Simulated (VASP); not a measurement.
Write the native input for VASP 6.6.1 that does the following.

```
Task                   : single point
Functional             : LDA
Potentials or basis    : VASP PAW LDA potentials, release 64 (Al, N)
Cutoff                 : 520 eV
k mesh                 : 9 × 9 × 6
Occupations            : gaussian, width 0.05 eV
Spin                   : no spin polarisation
Dipole correction      : no
Further INCAR settings : ALGO = Normal; EDIFF = 1e-07; NBANDS = 16
```

The structure of AlN lies in POSCAR:

```
AlN
1.0
    3.2758593918      0.0000000000      0.0000000000
   -1.6379296959      2.8369774526      0.0000000000
    0.0000000000      0.0000000000      4.1006874222
Al N
2 2
Direct
    0.3333333333      0.6666666667      0.7773448474
    0.6666666667      0.3333333333      0.2773448474
    0.3333333333      0.6666666667      0.1973259047
    0.6666666667      0.3333333333      0.6973259047
```

These files were run (other wordings do the same):

INCAR

```
  PREC = Accurate
  ENCUT = 520
  EDIFF = 1E-7
  ISMEAR = 0
  SIGMA = 0.05
  LREAL = False
  LASPH = True
  NELM = 100
  ALGO = Normal
  ISIF = 2
  LWAVE = False
  LCHARG = False
  NBANDS = 16
```

KPOINTS

```
Automatic mesh
0
Gamma
  9 9 6
```

Potentials or basis: VASP PAW LDA potentials, release 64 (Al, N).

Command:

```sh
$ cat potpaw_LDA.64/Al/POTCAR potpaw_LDA.64/N/POTCAR > POTCAR
$ mpirun -np 1 vasp_std > vasp.out
```

It gave:

- Pressure: 14.1 GPa
- Largest force: 3.175 eV/Å
- Band gap on the k mesh: 4.04 eV, direct

Caveat: forces of over 1 eV/Å act on the atoms, so gaps and moduli don't describe the material at rest.

Run time: 29 s on 1 thread of Intel Xeon 8259CL (shared host), peak memory 0.14 GiB.
